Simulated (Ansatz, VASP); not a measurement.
# ZnGe2N2 in VASP and in Ansatz

```
Zn Ge N
1.0
     2.58889   -1.57946    0.21555
     2.58889    1.57946    0.21555
     0.00260    0.00000    9.03993
Zn Ge N
1 2 2
Cartesian
  2.5889 0.4235 0.2155
  0.7063 -0.1064 6.5059
  4.4741 -0.1064 2.9651
  4.0363 -0.2057 7.8997
  1.1441 -0.2057 1.5713
```

Change from the starting cell: species swapped into the NiH2O2 type (C2, No. 5).

Alike in both runs: functional PBE; k mesh 10 × 10 × 4; occupations gaussian, width 0.02 eV; no spin polarisation.

Ansatz relaxed the structure, and its values are those at the end. VASP's run is a single point on that final structure, the one shown.

```csv
,VASP,Ansatz
version,VASP 6.6.1,Ansatz 0.2.0
potentials or method,"VASP PAW PBE potentials, release 64 (Zn, Ge_d, N), cutoff 520 eV","scalar-relativistic, plane waves, PAW"
valence electrons in the cell,50,50
```

Ansatz gave:

| Item | Value |
| --- | --- |
| gap on the k mesh at the Fermi level (eV) | 0.76 |
| least direct gap on the mesh (eV) | 1.58 |
| pressure (GPa) | 0.0 |
| rms of the force components (eV/Å) | 0.001 |

Q: What did VASP give for the same quantities?

A: gap on the k mesh at the Fermi level (eV): 0.75; least direct gap on the mesh (eV): 1.57; pressure (GPa): 0.2; rms of the force components (eV/Å): 0.016.

The functional is the same, so the differences come from potentials, cutoffs and numerics.
